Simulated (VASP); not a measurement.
The system is CdS (Greenockite).

```
CELL_PARAMETERS angstrom
4.06528 0.00000 0.00000
-2.03264 3.52064 0.00000
0.00000 0.00000 6.59947
ATOMIC_POSITIONS crystal
Cd 0.66667 0.33333 0.50000
Cd 0.33333 0.66667 0.00000
S 0.66667 0.33333 0.87500
S 0.33333 0.66667 0.37500
```

This cell differs from its parent crystal: volume scaled by 0.94.

Base run:

```yaml
Program: VASP 6.6.1
Functional: PBEsol
Potentials_or_basis: VASP PAW PBE potentials, release 64 (Cd, S)
Cutoff: 520 eV
k_mesh: 7 × 7 × 4
Occupations: fermi-dirac, width 0.05 eV
Spin: no spin polarisation
```

Its results: band gap on the k mesh 1.20 eV, direct; pressure 3.6 GPa; largest force 0.079 eV/Å.

Problem. After a change of settings the same cell gave: band gap on the k mesh 1.34 eV, direct; pressure 16.6 GPa; largest force 0.080 eV/Å. Which change was it?
A. functional from PBEsol to PBE exchange alone
B. functional from PBEsol to PBE
C. functional from PBEsol to BLYP
D. functional from PBEsol to LDA; potentials or basis from VASP PAW PBE potentials, release 64 (Cd, S) to VASP PAW LDA potentials, release 64 (Cd, S)

Solution. A.

Caveats: the PAW data sets were made with another functional, which shifts forces and pressure a little (some runs).
